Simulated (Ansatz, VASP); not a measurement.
**AlN in VASP and in Ansatz**

```
CELL_PARAMETERS angstrom
-1.65675 2.86957 0.00000
0.00000 0.00000 4.18746
4.97025 2.86957 0.00000
ATOMIC_POSITIONS crystal
Al 0.51901 0.75000 0.14765
Al 0.00000 0.75000 0.66667
Al 0.00000 0.25000 0.33333
Al 0.50000 0.25000 0.83333
N 0.50000 0.25000 0.16667
N 0.00000 0.25000 0.66667
N 0.00000 0.75000 0.33333
N 0.50000 0.75000 0.83333
```

Alike in both runs: task single point; functional PBE; k mesh 8 × 6 × 4; occupations gaussian, width 0.05 eV; no spin polarisation.

|  | VASP | Ansatz |
| --- | --- | --- |
| version | VASP 6.6.1 | Ansatz 0.2.0 |
| potentials or method | VASP PAW PBE potentials, release 64 (Al, N), cutoff 520 eV | scalar-relativistic, plane waves, PAW |
| valence electrons in the cell | 32 | 32 |

|  | VASP | Ansatz | Ansatz less VASP |
| --- | --- | --- | --- |
| gap on the k mesh at the Fermi level (eV) | 3.19 | 3.19 | -0.008 |
| least direct gap on the mesh (eV) | 3.19 | 3.19 | -0.008 |
| pressure (GPa) | 0.4 | 0.7 | +0.21 |
| traceless stress, the component that is largest in VASP (GPa) | 2.77 | 2.76 | -0.007 |
| rms of the force components (eV/Å) | 0.653 | 0.653 | -0.0001 |

Atom by atom the forces differ by 0.001 eV/Å (rms over components). The functional is the same, so the differences come from potentials, cutoffs and numerics.
